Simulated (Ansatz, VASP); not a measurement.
**Te: VASP beside Ansatz**

```
CELL_PARAMETERS angstrom
4.06187 0.00000 0.00000
-2.03094 3.51768 0.00000
0.00000 0.00000 4.39740
ATOMIC_POSITIONS crystal
Te 0.33333 0.66667 0.25000
Te 0.66667 0.33333 0.75000
```

Alike in both runs: functional PBE; k mesh 14 × 14 × 8; occupations fermi-dirac, width 0.05 eV; no spin polarisation.

Ansatz relaxed the structure, and its values are those at the end. VASP's run is a single point on that final structure, the one shown.

|  | VASP | Ansatz |
| --- | --- | --- |
| version | VASP 6.6.1 | Ansatz 0.2.0 |
| potentials or method | VASP PAW PBE potentials, release 64 (Te), cutoff 520 eV | all-electron LAPW, scalar-relativistic |

```csv
,VASP,Ansatz,Ansatz less VASP
pressure (GPa),0.0,0.0,+0.07
```

Ansatz ran all-electron here, and VASP with PAW potentials.

Spin-orbit coupling is off throughout.
